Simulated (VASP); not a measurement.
A run of VASP 6.6.1 is set up as follows.

INCAR

```
PREC = Accurate
ENCUT = 520
EDIFF = 1E-7
ISMEAR = -1
SIGMA = 0.1
LREAL = False
LASPH = True
NELM = 80
ALGO = Normal
ISIF = 2
LWAVE = False
LCHARG = True
LELF = True
LVHAR = True
NBANDS = 34
```

Contents of KPOINTS:

```
regular mesh
0
Gamma
  7 7 6
```

POSCAR

```
Ga
1.0
    2.2178908173     -3.7419137528      0.0000000000
    2.2178908173      3.7419137528      0.0000000000
    0.0000000000      0.0000000000      4.4249628129
Ga
4
Direct
    0.8443628362      0.1556371638      0.0859373133
    0.6556371638      0.3443628362      0.5859373133
    0.1556371638      0.8443628362      0.9140626867
    0.3443628362      0.6556371638      0.4140626867
```

Potentials or basis: VASP PAW LDA potentials, release 64 (Ga_d).

Launch:

```sh
$ cat potpaw_LDA.64/Ga_d/POTCAR > POTCAR
$ mpirun -np 1 vasp_std > vasp.out
```

**Question.** What does it give for the largest force?

**Answer.** 0.004 eV/Å.

**Question.** Estimate the band gap on the k mesh.

**Answer.** Zero (band 26 reaches 5.79 eV, above the bottom of band 27 at 4.40 eV).

**Question.** Estimate the pressure.

**Answer.** 0.2 GPa.

Stress tensor (GPa, compression positive):
```
-0.44  0.00  0.00
 0.00  0.44  0.00
 0.00  0.00  0.59
```
